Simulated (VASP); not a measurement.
A run of VASP 6.6.1 is set up as follows.

The input INCAR:

```
SYSTEM = C
  PREC = Accurate
  ENCUT = 600
  EDIFF = 1E-6
  ISMEAR = 0
  SIGMA = 0.02
  LREAL = .False.
  LASPH = .True.
  NELM = 60
  ALGO = Normal
  ISIF = 3
  LWAVE = .False.
  LCHARG = .False.
  GGA = PE
  IBRION = 2
  NSW = 100
  EDIFFG = -0.01
```

Contents of KPOINTS:

```
regular mesh
0
Gamma
  12 12 2
  0 0 0
```

POSCAR

```
C
1.0
    2.5161055004      0.0000000000      0.0000000000
   -1.2580527502      2.1790112820      0.0000000000
    0.0000000000      0.0000000000     12.4835207959
C
12
Direct
    0.0000000000      0.0000000000      0.6046647595
    0.0000000000      0.0000000000      0.2697814916
    0.6666666667      0.3333333333      0.4372782732
    0.6666666667      0.3333333333      0.7718673020
    0.6666666667      0.3333333333      0.1044501461
    0.3333333333      0.6666666667      0.9371574869
    0.0000000000      0.0000000000      0.3953352405
    0.0000000000      0.0000000000      0.7302185084
    0.6666666667      0.3333333333      0.2281326980
    0.6666666667      0.3333333333      0.5627217268
    0.6666666667      0.3333333333      0.8955498539
    0.3333333333      0.6666666667      0.0628425131
```

Potentials or basis: VASP PAW PBE potentials, release 64 (C).

Launch:

```bash
$ cat potpaw_PBE.64/C/POTCAR > POTCAR
$ mpirun -np 1 vasp_std > vasp.out
```

(1) Predict the band gap on the k mesh.

Answers

(1) 4.24 eV (least direct gap 5.16 eV).
